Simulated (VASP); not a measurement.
# LuHfF (P4/mmm) in VASP: single point with PBE

Aim: the single point of LuHfF with PBE.

All numbers are computed with VASP 6.6.1; they aren't measurements. Logs are shortened: lines on timing, memory, paths and dates and some standing lists are left out, and cuts for length are marked.

## 1. The cell of the first run

It takes space group P4/mmm (No. 123, tetragonal). Conventional cell: a = 3.340 Å, b = 3.340 Å, c = 5.027 Å, α = 90.00°, β = 90.00°, γ = 90.00°. Within 3.1 Å of Lu (site symmetry 4/mmm) lie 4 F at 2.36 Å. Within 3.5 Å of Hf (site symmetry 4/mmm) lie 2 F at 2.51 Å and 4 Hf at 3.34 Å and 8 Lu at 3.45 Å. Within 3.1 Å of F (site symmetry 4/mmm) lie 4 Lu at 2.36 Å and 2 Hf at 2.51 Å.

The cell was built from a structure type or drawn by symmetry, and may not be a known phase.

## 2. Single point, PBE

File INCAR:

```
SYSTEM = LuHfF
  PREC = Accurate
  ENCUT = 520
  EDIFF = 1E-6
  ISMEAR = 0
  SIGMA = 0.1
  LREAL = .False.
  LASPH = .True.
  NELM = 60
  ALGO = Normal
  ISIF = 2
  LWAVE = .False.
  LCHARG = .False.
  GGA = PE
  NBANDS = 28
```

File KPOINTS:

```
Automatic mesh
0
Gamma
  14 14 10
  0 0 0
```

File POSCAR:

```
LuHfF
1.0
    3.3398642350      0.0000000000      0.0000000000
    0.0000000000      3.3398642350      0.0000000000
    0.0000000000      0.0000000000      5.0270490023
Lu Hf F
1 1 1
Direct
    0.0000000000      0.0000000000      0.0000000000
    0.5000000000      0.5000000000      0.5000000000
    0.5000000000      0.5000000000      0.0000000000
```

Potentials or basis: VASP PAW PBE potentials, release 64 (Lu, Hf_pv, F).

On the command line:

```console
$ cat potpaw_PBE.64/Lu/POTCAR potpaw_PBE.64/Hf_pv/POTCAR potpaw_PBE.64/F/POTCAR > POTCAR
$ mpirun -np 1 vasp_std > vasp.out
```

OUTCAR:

```text
SYSTEM = LuHfF
   PREC = Accurate
   ENCUT = 520
   EDIFF = 1E-6
   ISMEAR = 0
   LREAL = .False.
   LASPH = .True.
   NELM = 60
   ISIF = 2
   GGA = PE

 ion  position               nearest neighbor table
   1  0.000  0.000  0.000-   3 2.36   3 2.36   3 2.36   3 2.36   2 3.45   2 3.45   2 3.45   2 3.45
                             2 3.45   2 3.45   2 3.45   2 3.45
   2  0.500  0.500  0.500-   3 2.51   3 2.51   1 3.45   1 3.45   1 3.45   1 3.45   1 3.45   1 3.45
                             1 3.45   1 3.45
   3  0.500  0.500  0.000-   1 2.36   1 2.36   1 2.36   1 2.36   2 2.51   2 2.51

  LATTYP: Found a simple tetragonal cell.
 ALAT       =     3.3398642350
 C/A-ratio  =     1.5051656740

  Lattice vectors:

 A1 = (   3.3398642350,   0.0000000000,   0.0000000000)
 A2 = (   0.0000000000,   3.3398642350,   0.0000000000)
 A3 = (   0.0000000000,   0.0000000000,   5.0270490023)

Analysis of symmetry for initial positions (statically):
=====================================================================
 Subroutine PRICEL returns:
 Original cell was already a primitive cell.

 Routine SETGRP: Setting up the symmetry group for a
 simple tetragonal supercell.

 Subroutine GETGRP returns: Found 16 space group operations
 (whereof 16 operations were pure point group operations)
 out of a pool of 16 trial point group operations.

The static configuration has the point symmetry D_4h.

Analysis of symmetry for dynamics (positions and initial velocities):
=====================================================================
 Subroutine PRICEL returns:
 Original cell was already a primitive cell.

 Routine SETGRP: Setting up the symmetry group for a
 simple tetragonal supercell.

 Subroutine GETGRP returns: Found 16 space group operations
 (whereof 16 operations were pure point group operations)
 out of a pool of 16 trial point group operations.

The dynamic configuration has the point symmetry D_4h.

 Subroutine INISYM returns: Found 16 space group operations
 (whereof 16 operations are pure point group operations),
 and found     1 'primitive' translations

----------------------------------------------------------------------------------------

                                     Primitive cell

  volume of cell :      56.0752

  direct lattice vectors                    reciprocal lattice vectors
     3.339864235  0.000000000  0.000000000     0.299413368  0.000000000  0.000000000
     0.000000000  3.339864235  0.000000000     0.000000000  0.299413368  0.000000000
     0.000000000  0.000000000  5.027049002     0.000000000  0.000000000  0.198923862

  length of vectors
     3.339864235  3.339864235  5.027049002     0.299413368  0.299413368  0.198923862

  position of ions in fractional coordinates (direct lattice)
     0.000000000  0.000000000  0.000000000
     0.500000000  0.500000000  0.500000000
     0.500000000  0.500000000  0.000000000

  ion indices of the primitive-cell ions
   primitive index   ion index
                 1           1
                 2           2
                 3           3

----------------------------------------------------------------------------------------

 KPOINTS: Automatic mesh

Automatic generation of k-mesh.
 Grid dimensions read from file:
 generate k-points for:   14   14   10

 Generating k-lattice:

  Cartesian coordinates                     Fractional coordinates (reciprocal lattice)
     0.021386669  0.000000000  0.000000000     0.071428571  0.000000000  0.000000000
     0.000000000  0.021386669  0.000000000     0.000000000  0.071428571  0.000000000
     0.000000000  0.000000000  0.019892386     0.000000000  0.000000000  0.100000000

  Length of vectors
     0.021386669  0.021386669  0.019892386

  Shift w.r.t. Gamma in fractional coordinates (k-lattice)
     0.000000000  0.000000000  0.000000000

 Subroutine IBZKPT returns following result:
 ===========================================

 Found    216 irreducible k-points:

 Following reciprocal coordinates:
            Coordinates               Weight
  0.000000  0.000000  0.000000      1.000000
  0.071429  0.000000  0.000000      4.000000
  0.142857  0.000000  0.000000      4.000000
  0.214286  0.000000  0.000000      4.000000
  0.285714  0.000000  0.000000      4.000000
  0.357143  0.000000  0.000000      4.000000
[... 16 lines left out ...]
  0.285714  0.214286  0.000000      8.000000
  0.357143  0.214286  0.000000      8.000000
 [... further k-points ...]
   k-points           NKPTS =    216   k-points in BZ     NKDIM =    216   number of bands    NBANDS=     28
   number of dos      NEDOS =    301   number of ions     NIONS =      3
   total plane-waves  NPLWV =  31360
   dimension x,y,z NGX =    28 NGY =   28 NGZ =   40
   dimension x,y,z NGXF=    56 NGYF=   56 NGZF=   80
   ions per type =               1   1   1
   NGX,Y,Z   is equivalent  to a cutoff of  13.94, 13.94, 13.23 a.u.
   NGXF,Y,Z  is equivalent  to a cutoff of  27.87, 27.87, 26.46 a.u.
 SYSTEM =  LuHfF
   PREC   = accura    normal or accurate (medium, high low for compatibility)
   ISTART =      0    job   : 0-new  1-cont  2-samecut
   ICHARG =      2    charge: 1-file 2-atom 10-const
   ISPIN  =      1    spin polarized calculation?
   LNONCOLLINEAR =      F non collinear calculations
   LSORBIT =      F    spin-orbit coupling
   LASPH  =      T    aspherical Exc in radial PAW
   ENCUT  =  520.0 eV  38.22 Ry    6.18 a.u.   6.21  6.21  9.35*2*pi/ulx,y,z
   NELM   =     60;   NELMIN=  2; NELMDL= -5     # of ELM steps
   EDIFF  = 0.1E-05   stopping-criterion for ELM
   LREAL  =      F    real-space projection
   EDIFFG = 0.1E-04   stopping-criterion for IOM
   NSW    =      0    number of steps for IOM
   IBRION =     -1    ionic relax: 0-MD 1-quasi-New 2-CG
   NFREE  =      0    steps in history (QN), initial steepest desc. (CG)
   ISIF   =      2    stress and relaxation
   ISYM   =      2    0-nonsym 1-usesym 2-fastsym
   POTIM  = 0.5000    time-step for ionic-motion
   TEBEG  =    0.0;   TEEND  =   0.0 temperature during run
   PSTRESS=    0.0 pullay stress
   NELECT =      42.0000    total number of electrons
   NUPDOWN=      -1.0000    fix difference up-down
   EMIN   =  10.00;   EMAX   =-10.00  energy-range for DOS
   EFERMI =   0.00;   METHOD = LEGACY
   ISMEAR =     0;   SIGMA  =   0.10  broadening in eV -4-tet -1-fermi 0-gaus
   EFERMI_NEDOS =   21; number of points for ismear=-14 and -15
   IALGO  =     38    algorithm
   IMIX   =      4    mixing-type and parameters
     AMIX     =   0.40;   BMIX     =  1.00
     AMIX_MAG =   1.60;   BMIX_MAG =  1.00
  volume/ion in A,a.u.               =      18.69       126.14
  Fermi-wavevector in a.u.,A,eV,Ry     =   1.486738  2.809527 30.074167  2.210389
  Thomas-Fermi vector in A             =   2.599986
   LORBIT       =      0    0 simple, 1 ext, 2 COOP (PROOUT), +10 PAW based schemes
   GGA     = PE    functional components
   LHFCALC =     F    Hartree Fock is set to
   AEXX    =    0.0000 exact exchange contribution
   IVDW    =     0    specifies the selected vdW correction
   LEPSILON=     F    determine dielectric tensor
   LRPA    =     F    only Hartree local field effects (RPA)
 non-spin polarized calculation
 Gauss-broadening in eV      SIGMA  =   0.10
  energy-cutoff  :      520.00
  volume of cell :       56.08
 maximum number of plane-waves:      1536
 NGX is ok and might be reduce to    28
   NGX = 13   NGY = 13   NGZ = 19

 number of electron      42.0000000 magnetization

 Free energy of the ion-electron system (eV)
  ---------------------------------------------------
  ext. energy  EPLUGINS =         0.00000000
  ---------------------------------------------------
  free energy    TOTEN  =       -19.69504568 eV

  energy without entropy =      -19.68905546  energy(sigma->0) =      -19.69205057

 E-fermi :   4.3482     XC(G=0): -11.2673

 val. band max:        4.3414842618   @ k =   0.0714   0.0000   0.0000
 cond. band min:       4.3496919405   @ k =   0.4286   0.4286   0.5000
 fundamental gap:      0.0082076788
 Fermi energy:         4.3481619136

 k-point     1 :       0.0000    0.0000    0.0000
  band No.  band energies     occupation
      1     -52.3228      2.00000
      2     -27.0720      2.00000
      3     -26.5155      2.00000
      4     -26.5155      2.00000
      5     -23.2656      2.00000
      6     -23.0374      2.00000
[... 20 lines left out ...]
     27       8.0650      0.00000
     28       9.4279      0.00000

 k-point     2 :       0.0714    0.0000    0.0000
  band No.  band energies     occupation
      1     -52.3219      2.00000
      2     -27.0704      2.00000
      3     -26.5275      2.00000
      4     -26.5144      2.00000
      5     -23.4925      2.00000
      6     -23.0340      2.00000
[... 20 lines left out ...]
     27       8.0379      0.00000
     28       9.3809      0.00000

 k-point     3 :       0.1429    0.0000    0.0000
  band No.  band energies     occupation
      1     -52.3193      2.00000
      2     -27.0659      2.00000
      3     -26.5609      2.00000
      4     -26.5115      2.00000
      5     -23.7914      2.00000
      6     -23.0245      2.00000
[... 20 lines left out ...]
     27       7.8907      0.00000
     28       9.3721      0.00000

 k-point     4 :       0.2143    0.0000    0.0000
  band No.  band energies     occupation
      1     -52.3156      2.00000
      2     -27.0593      2.00000
      3     -26.6089      2.00000
      4     -26.5073      2.00000
      5     -24.0676      2.00000
      6     -23.0107      2.00000
[... 578 lines left out ...]
     27       8.1919      0.00000
     28       9.7721      0.00000

 k-point    23 :       0.2857    0.2143    0.0000
  band No.  band energies     occupation
      1     -52.3047      2.00000
      2     -27.0413      2.00000
      3     -26.6528      2.00000
      4     -26.5954      2.00000
      5     -24.2054      2.00000
      6     -23.1993      2.00000
[... 20 lines left out ...]
     27       8.5202      0.00000
     28       9.9019      0.00000

 k-point    24 :       0.3571    0.2143    0.0000
  band No.  band energies     occupation
      1     -52.3011      2.00000
      2     -27.0354      2.00000
      3     -26.6996      2.00000
      4     -26.5910      2.00000
      5     -24.2803      2.00000
      6     -23.1817      2.00000
[... 20 lines left out ...]
     27       8.9946      0.00000
     28       9.5359      0.00000

 [... further k-points ...]

------------------------ aborting loop because EDIFF is reached ----------------------------------------

  FORCE on cell =-STRESS in cart. coord.  units (eV):
  Direction    XX          YY          ZZ          XY          YZ          ZX
  --------------------------------------------------------------------------------------
  -------------------------------------------------------------------------------------
  Total        0.0613506      0.0613506     -0.2228026      0.0000000      0.0000000      0.0000000
  in kB        1.7529051      1.7529051     -6.3659049      0.0000000      0.0000000      0.0000000
  external PRESSURE =      -0.9533649 kB  Pullay stress =       0.0000000 kB

 VOLUME and BASIS-vectors are now :
 -----------------------------------------------------------------------------
  energy-cutoff  :      520.00
  volume of cell :       56.08
      direct lattice vectors                 reciprocal lattice vectors
     3.339864235  0.000000000  0.000000000     0.299413368  0.000000000  0.000000000
     0.000000000  3.339864235  0.000000000     0.000000000  0.299413368  0.000000000
     0.000000000  0.000000000  5.027049002     0.000000000  0.000000000  0.198923862

 POSITION                                       TOTAL-FORCE (eV/Angst)
 -----------------------------------------------------------------------------------
      0.00000      0.00000      0.00000         0.000000      0.000000      0.000000
      1.66993      1.66993      2.51352         0.000000      0.000000      0.000000
      1.66993      1.66993      0.00000         0.000000      0.000000      0.000000
 -----------------------------------------------------------------------------------
    total drift:                               -0.000000      0.000000     -0.000000

  FREE ENERGIE OF THE ION-ELECTRON SYSTEM (eV)
  ---------------------------------------------------
  free  energy   TOTEN  =       -19.6950456842 eV

  energy  without entropy=      -19.6890554644  energy(sigma->0) =      -19.69205057
```

Run time: 5.6 min. Hardware: 1 thread of Intel Xeon Platinum 8259CL at 2.50GHz (Skylake/Cascade Lake), shared host; peak memory 0.47 GiB.

Results:

```
Free energy            : -19.6950 eV
Pressure               : -0.1 GPa
Band gap on the k mesh : zero (bands 21 and 22 overlap by 0.98 eV)
```

Caveat: spin-orbit coupling is left out, which moves the levels of the heavy elements.
